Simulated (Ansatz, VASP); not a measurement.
## Two plane-wave programs on InP

POSCAR

```
InP
1.0
    0.0000000000      2.9744575000      2.9305000000
    2.9744575000      0.0000000000      2.9305000000
    2.9744575000      2.9744575000      0.0000000000
In P
1 1
Direct
    0.0000000000      0.0000000000      0.0000000000
    0.7500000000      0.7500000000      0.7500000000
```

INCAR.step1

```
ALGO = Normal ; EDIFF = 1E-4
ENCUT = 520 ; GGA = PE
ISMEAR = 0 ; LASPH = True
LCHARG = False ; LREAL = False
LWAVE = True ; NBANDS = 16
NELM = 80 ; PREC = Accurate
SIGMA = 0.05
```

The input INCAR.step2:

```
ALGO = Normal ; EDIFF = 1E-6
ENCUT = 520 ; ISIF = 2
ISMEAR = 0 ; ISTART = 1
LASPH = True ; LCHARG = False
LMIXTAU = True ; LREAL = False
LWAVE = False ; METAGGA = R2SCAN
NBANDS = 16 ; NELM = 80
PREC = Accurate ; SIGMA = 0.05
```

KPOINTS

```
k-points
0
Gamma
  8 8 8
```

Input for Ansatz:

```yaml
crystal:
  lattice:
    - [0.0, 2.9744575, 2.9305]
    - [2.9744575, 0.0, 2.9305]
    - [2.9744575, 2.9744575, 0.0]
  atoms:
    - { symbol: In, position: [0.0, 0.0, 0.0] }
    - { symbol: P, position: [0.75, 0.75, 0.75] }
basis:
  ecutwfc: 500
kpoints:
  mp_grid: { grid: [8, 8, 8] }
hamiltonian:
  xc: r2scan
scf:
  occupations: { method: gaussian, width: 0.05 }
output:
  forces: true
  stress: true
  eigenvalues: true
```

Change from the starting cell: strain +0.015 along x and y, +0.000 along z, atoms carried along.

Alike in both runs: task single point; functional r2SCAN; k mesh 8 × 8 × 8; occupations gaussian, width 0.05 eV; no spin polarisation.

|  | VASP | Ansatz |
| --- | --- | --- |
| version | VASP 6.6.1 | Ansatz 0.2.0 |
| potentials or method | VASP PAW PBE potentials, release 64 (In_d, P), cutoff 520 eV | scalar-relativistic, plane waves, PAW |
| valence electrons in the cell | 18 | 18 |

VASP gave:

| Property | Result |
| --- | --- |
| gap on the k mesh at the Fermi level (eV) | 0.95 |
| least direct gap on the mesh (eV) | 0.95 |
| pressure (GPa) | -0.5 |
| traceless stress, the component that is largest in VASP (GPa) | 0.43 |

Estimate Ansatz's values.

gap on the k mesh at the Fermi level (eV): 0.94; least direct gap on the mesh (eV): 0.94; pressure (GPa): -0.4; traceless stress, the component that is largest in VASP (GPa): 0.43.

VASP's potentials were made for PBE, not for r2SCAN. With one functional, cell and mesh, what is left measures potentials, basis and numerics.
